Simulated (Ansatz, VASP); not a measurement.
## Two plane-wave programs on SiO2

File INCAR:

```
SYSTEM = SiO2
ALGO = Normal
EDIFF = 1E-6
ENCUT = 520
GGA = PE
ISIF = 2
ISMEAR = 0
LASPH = .True.
LCHARG = .False.
LREAL = .False.
LWAVE = .False.
NBANDS = 25
NELM = 100
PREC = Accurate
SIGMA = 0.05
```

KPOINTS

```
k-points
0
Gamma
  6 6 8
  0 0 0
```

Contents of POSCAR:

```
SiO2
1.0
    4.2041000000      0.0000000000      0.0000000000
    0.0000000000      4.2041000000      0.0000000000
    0.0000000000      0.0000000000      2.4477000000
Si O
2 4
Direct
    0.5000000000      0.5000000000      0.5000000000
    0.0000000000      0.0000000000      0.0000000000
    0.6930127928      0.6930127928      0.0000000000
    0.1930127928      0.8069872072      0.5000000000
    0.3069872072      0.3069872072      0.0000000000
    0.8069872072      0.1930127928      0.5000000000
```

Input for Ansatz:

```yaml
crystal:
  lattice:
    - [4.2041, 0.0, 0.0]
    - [0.0, 4.2041, 0.0]
    - [0.0, 0.0, 2.4477]
  atoms:
    - { symbol: Si, position: [0.5, 0.5, 0.5] }
    - { symbol: Si, position: [0.0, 0.0, 0.0] }
    - { symbol: O, position: [0.6930127928, 0.6930127928, 0.0] }
    - { symbol: O, position: [0.1930127928, 0.8069872072, 0.5] }
    - { symbol: O, position: [0.3069872072, 0.3069872072, 0.0] }
    - { symbol: O, position: [0.8069872072, 0.1930127928, 0.5] }
basis:
  ecutwfc: 520.0
kpoints:
  mp_grid: { grid: [6, 6, 8] }
hamiltonian:
  xc: pbe
  pseudopotentials: { kind: paw, azcp: { folder: soft_1 } }
scf:
  occupations: { method: gaussian, width: 0.05 }
output:
  forces: true
  stress: true
  eigenvalues: true
```

Alike in both runs: task single point; functional PBE; k mesh 6 × 6 × 8; occupations gaussian, width 0.05 eV; no spin polarisation.

```csv
,VASP,Ansatz
version,VASP 6.6.1,Ansatz 0.2.0
potentials or method,"VASP PAW PBE potentials, release 64 (Si, O), cutoff 520 eV","scalar-relativistic, plane waves, PAW"
valence electrons in the cell,32,32
```

|  | VASP | Ansatz | Ansatz less VASP |
| --- | --- | --- | --- |
| gap on the k mesh at the Fermi level (eV) | 7.22 | 7.24 | +0.022 |
| least direct gap on the mesh (eV) | 7.22 | 7.24 | +0.022 |
| rms of the force components (eV/Å) | 0.311 | 0.284 | -0.0271 |

Atom by atom the forces differ by 0.027 eV/Å (rms over components).
